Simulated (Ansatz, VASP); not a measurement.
## One calculation of AgI, two programs

```
Ag I
1.0
     0.00000    3.32114    3.32114
     3.32114    0.00000    3.32114
     3.32114    3.32114    0.00000
Ag I
1 1
Direct
  0.00000 0.00000 0.00000
  0.25000 0.25000 0.25000
```

Alike in both runs: task single point; functional r2SCAN; k mesh 6 × 6 × 6; no spin polarisation.

```csv
,VASP,Ansatz
version,VASP 6.6.1,Ansatz 0.2.0
potentials or method,"VASP PAW PBE potentials, release 64 (Ag, I)","plane waves, PAW"
plane-wave cutoff (eV),550,500
occupations,"gaussian, width 0.01 eV",fixed
valence electrons in the cell,18,36
```

Ansatz gave:

```
gap on the k mesh at the Fermi level (eV) : 1.82
pressure (GPa)                            : -0.8
```

Problem. Estimate VASP's values.

Solution. gap on the k mesh at the Fermi level (eV): 1.79; pressure (GPa): -0.9.

VASP's potentials were made for PBE, not for r2SCAN. VASP's potentials hold 18 valence electrons a cell and Ansatz's 36, so a difference there can come from the potentials and not from the codes.

Neither program's run includes spin-orbit coupling.
